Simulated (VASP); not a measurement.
Wanted: the native input for a VASP 6.6.1 run.

```yaml
Task: single point
Functional: PBE
Dispersion: D3(BJ)
Potentials_or_basis: VASP PAW PBE potentials, release 64 (P, F)
Cutoff: 520 eV
k_mesh: 6 × 6 × 6
Occupations: gaussian, width 0.1 eV
Spin: collinear spin
Starting_moments: "[0.0, 0.0, 0.26, 0.26, 0.26, 0.26] μB"
Dipole_correction: no
Further_INCAR_settings: ALGO = Normal; EDIFF = 1e-06; NBANDS = 32
```

The structure of PF2 lies in POSCAR:

```
PF2
1.0
    0.0000000000      3.1923512291      3.1923512291
    3.1923512291      0.0000000000      3.1923512291
    3.1923512291      3.1923512291      0.0000000000
P F
2 4
Direct
    0.5000000000      0.5000000000      0.5000000000
    0.7500000000      0.7500000000      0.7500000000
    0.1250000000      0.1250000000      0.1250000000
    0.6250000000      0.1250000000      0.1250000000
    0.1250000000      0.1250000000      0.6250000000
    0.1250000000      0.6250000000      0.1250000000
```

The cell was generated, and may not be a known phase.

One way to write it, as run:

INCAR

```
SYSTEM = PF2
  ALGO = Normal
  EDIFF = 1E-6
  ENCUT = 520
  GGA = PE
  ISIF = 2
  ISMEAR = 0
  ISPIN = 2
  IVDW = 12
  LASPH = .True.
  LCHARG = .False.
  LORBIT = 11
  LREAL = .False.
  LWAVE = .False.
  MAGMOM = 0 0 0.26 0.26 0.26 0.26
  NBANDS = 32
  NELM = 150
  PREC = Accurate
  SIGMA = 0.1
```

KPOINTS

```
k-points
0
Gamma
  6 6 6
  0 0 0
```

Potentials or basis: VASP PAW PBE potentials, release 64 (P, F).

Command:

```bash
$ cat potpaw_PBE.64/P/POTCAR potpaw_PBE.64/F/POTCAR > POTCAR
$ mpirun -np 1 vasp_std > vasp.out
```

It gave:

- Pressure: -0.4 GPa
- Net moment: -0.99 μB per cell
- Site moments: P +0.01; F -0.24 μB
- Valence electrons inside the program's atomic spheres: P 2.12; F 5.96
- Dispersion energy per atom: -0.158 eV

It took 120 s on 1 thread of Intel(R) Xeon(R) 6975P-C (Granite Rapids) (shared host), peak memory 0.27 GiB.
